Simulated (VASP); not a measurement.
The system is CsSb6.

```
Cs Sb
1.0
     5.99734    0.00000    0.00000
     0.00000    5.99734    0.00000
     0.00000    0.00000    5.99734
Cs Sb
1 6
Direct
  0.00000 0.00000 0.00000
  0.80012 0.50000 0.50000
  0.19988 0.50000 0.50000
  0.50000 0.50000 0.80012
  0.50000 0.50000 0.19988
  0.50000 0.19988 0.50000
  0.50000 0.80012 0.50000
```

The cell was built from a structure type or drawn by symmetry, and may not be a known phase.

| Item | Value |
| --- | --- |
| Program | VASP 6.6.1 |
| Task | relaxation of cell and atoms |
| Functional | PBE |
| Potentials or basis | VASP PAW PBE potentials, release 64 (Cs_sv, Sb) |
| Cutoff | 600 eV |
| k mesh | 4 × 4 × 4 |
| Occupations | gaussian, width 0.1 eV |
| Spin | no spin polarisation |

At the start: pressure 50.7 GPa; volume 30.82 Å³/atom.

Task: Where does the relaxation end?

Result: Over 25 steps the energy falls by 2379.4 meV/atom and the volume is 56.72 Å³/atom (+84.1 %); space group Pm-3m (No. 221, to 0.1 Å) before and after.

Step by step:
| step | energy change (eV) | largest force (eV/Å) | pressure (GPa) | volume (Å³) |
| --- | --- | --- | --- | --- |
| 1 | 0.0000 | 7.1416 | 50.65 | 215.71 |
| 2 | -13.9392 | 0.9851 | -0.20 | 685.21 |
| 3 | -14.0211 | 1.0817 | -0.17 | 666.70 |
| 4 | -14.1018 | 1.1799 | -0.13 | 649.10 |
| 5 | -14.7205 | 4.0971 | 3.52 | 393.49 |
| 6 | -14.4878 | 2.7992 | 1.06 | 520.28 |
| 7 | -14.6178 | 3.1935 | 1.58 | 481.34 |
| 8 | -14.6669 | 0.7202 | -2.50 | 547.05 |
| 9 | -15.2622 | 0.3929 | -0.97 | 509.66 |
| 10 | -15.2628 | 0.4432 | -0.92 | 508.87 |
| 11 | -15.4499 | 0.4951 | -0.82 | 485.74 |
| 12 | -15.9397 | 0.9708 | -0.18 | 420.58 |
| 13 | -14.7039 | 0.2528 | 8.71 | 308.27 |
| 14 | -15.9815 | 1.2675 | 0.59 | 400.33 |
| 15 | -16.0135 | 1.3488 | 2.03 | 368.06 |
| 16 | -16.0307 | 1.3634 | 1.53 | 377.54 |
| 17 | -16.1054 | 1.1855 | 1.61 | 372.76 |
| 18 | -16.2186 | 0.7902 | 2.31 | 358.66 |
| 19 | -16.3256 | 0.7282 | 1.82 | 364.45 |
| 20 | -16.5405 | 0.5266 | 0.59 | 382.19 |
| 21 | -16.5715 | 0.3034 | -1.04 | 419.39 |
| 22 | -16.6103 | 0.3568 | -0.46 | 404.10 |
| 23 | -16.6106 | 0.3639 | -0.39 | 402.37 |
| 24 | -16.6293 | 0.2906 | -0.28 | 401.03 |
| 25 | -16.6557 | 0.0301 | 0.11 | 397.03 |

Final structure:
```
Cs Sb
1.0
     7.34977    0.00000    0.00000
     0.00000    7.34977    0.00000
     0.00000    0.00000    7.34977
Cs Sb
1 6
Direct
  0.00000 0.00000 0.00000
  0.80147 0.50000 0.50000
  0.19853 0.50000 0.50000
  0.50000 0.50000 0.80147
  0.50000 0.50000 0.19853
  0.50000 0.19853 0.50000
  0.50000 0.80147 0.50000
```

Caveat: the volume moved by over 15 % at a fixed basis, so the end points are rough.
